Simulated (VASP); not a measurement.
Write the native input for VASP 6.6.1 that does the following.

```
Task                   : single point
Functional             : revPBE
Potentials or basis    : VASP PAW PBE potentials, release 64 (Zr_sv)
Cutoff                 : 500 eV
k mesh                 : 7 × 7 × 7
Occupations            : gaussian, width 0.0108 eV
Spin                   : no spin polarisation
Dipole correction      : no
Further INCAR settings : ALGO = Normal; EDIFF = 1e-06; NBANDS = 12
```

The structure of Zr lies in POSCAR:

```
Zr
1.0
    0.0000000000      2.1107310000      2.1107310000
    2.1107310000      0.0000000000      2.1107310000
    2.1107310000      2.1107310000      0.0000000000
Zr
1
Direct
    0.0000000000      0.0000000000      0.0000000000
```

These files were run (other wordings do the same):

INCAR

```
PREC = Accurate
ENCUT = 500
EDIFF = 1E-6
ISMEAR = 0
SIGMA = 0.0108
LREAL = F
LASPH = T
NELM = 120
ALGO = Normal
ISIF = 2
LWAVE = F
LCHARG = F
GGA = RE
NBANDS = 12
GGA_COMPAT = F
```

KPOINTS

```
Automatic mesh
0
Gamma
  7 7 7
```

Potentials or basis: VASP PAW PBE potentials, release 64 (Zr_sv).

Run with:

```sh
$ cat potpaw_PBE.64/Zr_sv/POTCAR > POTCAR
$ mpirun -np 1 vasp_std > vasp.out
```

It gave:

```yaml
Pressure: 29.0 GPa
Band_gap_on_the_k_mesh: zero (band 6 reaches 12.52 eV, above the bottom of band 7 at 11.34 eV)
```

Caveat: the k points lie up to 0.37 Å⁻¹ apart; the PAW data sets were made with another functional, which shifts forces and pressure a little.

Wall time 5.7 s on 1 thread of Intel(R) Xeon(R) Platinum 8488C (Sapphire Rapids), on a shared host, peak memory 0.13 GiB.
